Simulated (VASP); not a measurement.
Here is a VASP 6.6.1 calculation.

Contents of INCAR:

```
  PREC = Accurate
  ENCUT = 520
  EDIFF = 1E-6
  ISMEAR = -1
  SIGMA = 0.05
  LREAL = False
  LASPH = True
  NELM = 60
  ALGO = Normal
  ISIF = 2
  LWAVE = False
  LCHARG = False
  GGA = CA
  NBANDS = 17
```

Contents of KPOINTS:

```
Automatic mesh
0
Gamma
  7 7 7
```

File POSCAR:

```
SnTe
1.0
    0.0000000000      3.6350615711      3.6350615711
    3.6350615711      0.0000000000      3.6350615711
    3.6350615711      3.6350615711      0.0000000000
Te Sn
1 1
Direct
    0.2500000000      0.2500000000      0.2500000000
    0.0000000000      0.0000000000      0.0000000000
```

Potentials or basis: VASP PAW LDA potentials, release 64 (Te, Sn_d).

Run with:

```bash
$ cat potpaw_LDA.64/Te/POTCAR potpaw_LDA.64/Sn_d/POTCAR > POTCAR
$ mpirun -np 1 vasp_std > vasp.out
```

(1) Estimate the band gap on the k mesh.

(2) Predict the pressure.

Results:

(1) 0.29 eV (least direct gap 0.77 eV).

(2) -2.6 GPa.

Caveat: spin-orbit coupling is left out, which moves the levels of the heavy elements; an odd mesh through Γ misses points on the zone boundary, where band edges can lie.
